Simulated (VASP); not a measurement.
Wanted: the native input for a VASP 6.6.1 run.

```yaml
Task: single point
Functional: PBE
Potentials_or_basis: VASP PAW PBE potentials, release 64 (Pb_d, F)
Cutoff: 520 eV
k_mesh: 8 × 8 × 8
Occupations: gaussian, width 0.05 eV
Spin: no spin polarisation
Dipole_correction: no
Further_INCAR_settings: ALGO = Normal; EDIFF = 1e-06; NBANDS = 21
```

The structure of PbF2 lies in POSCAR:

```
PbF2
1.0
    0.0000000000      2.5944029432      3.8916044148
    2.5944029432      0.0000000000      3.8916044148
    2.5944029432      2.5944029432      0.0000000000
Pb F
1 2
Direct
    0.0000000000      0.0000000000      0.0000000000
    0.2500000000      0.2500000000      0.2500000000
    0.7500000000      0.7500000000      0.7500000000
```

This cell differs from its parent crystal: ratio of the length along z to the lengths across it x 1.5, volume and fractional coordinates fixed.

The input as run:

INCAR

```
ALGO = Normal ; EDIFF = 1E-6
ENCUT = 520 ; GGA = PE
ISIF = 2 ; ISMEAR = 0
LASPH = True ; LCHARG = False
LREAL = False ; LWAVE = False
NBANDS = 21 ; NELM = 100
PREC = Accurate ; SIGMA = 0.05
```

KPOINTS

```
k-points
0
Gamma
  8 8 8
```

Potentials or basis: VASP PAW PBE potentials, release 64 (Pb_d, F).

Launch:

```bash
$ cat potpaw_PBE.64/Pb_d/POTCAR potpaw_PBE.64/F/POTCAR > POTCAR
$ mpirun -np 1 vasp_std > vasp.out
```

Results of the run:

* Pressure: -2.3 GPa
* Band gap on the k mesh: 2.40 eV, indirect (least direct gap 2.48 eV)

Caveat: spin-orbit coupling is left out, which moves the levels of the heavy elements.

It took 60 s on 1 thread of Intel(R) Xeon(R) Platinum 8488C (Sapphire Rapids), with other jobs on the host, peak memory 0.21 GiB.
